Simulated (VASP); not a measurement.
Runs of VASP 6.6.1 on Rh. The structure is that of space group Fm-3m (No. 225), or close to it. The cells are those of the table. 

```tsv
level	spin	cell	k mesh	smearing	grid for exact exchange (PRECFOCK)	share of exact exchange	screening parameter	gap on the mesh (eV)	pressure (GPa)	moment (μB)
PBE	collinear, ferromagnetic start	a = 2.709 Å, angles 60.0°, 1 atom	23 × 23 × 23	fermi-dirac 0.05 eV	-	-	-	none	0.0	0.00
PBE	collinear, ferromagnetic start	a = 2.779 Å, angles 60.0°, 1 atom	23 × 23 × 23	fermi-dirac 0.05 eV	-	-	-	none	-16.2	0.00
PBE	collinear, ferromagnetic start	a = 2.813 Å, angles 60.0°, 1 atom	23 × 23 × 23	fermi-dirac 0.05 eV	-	-	-	none	(a)	0.00
PBE	collinear, ferromagnetic start	a = 2.744 Å, angles 60.0°, 1 atom	23 × 23 × 23	fermi-dirac 0.05 eV	-	-	-	none	(b)	0.00
HSE06	off	a = 2.710 Å, angles 60.0°, 1 atom	7 × 7 × 7	fermi-dirac 0.1 eV	Normal	0.25	0.2079 1/Å	none	-11.6	-
```

Alike in all rows: task single point; potentials or basis VASP PAW PBE potentials, release 64 (Rh_pv); cutoff (eV) 520.

Fill in the values left out.

(a) -21.6; (b) -9.1.

Caveats: some runs use coarse meshes; the cell stands under tension (at least some runs); the PAW data sets were made with another functional, which shifts forces and pressure a little (at least some runs).

A k mesh can miss the band edges, and the runs leave out spin-orbit coupling on Rh.

A gap of «none» marks levels without a gap at the run's occupations.
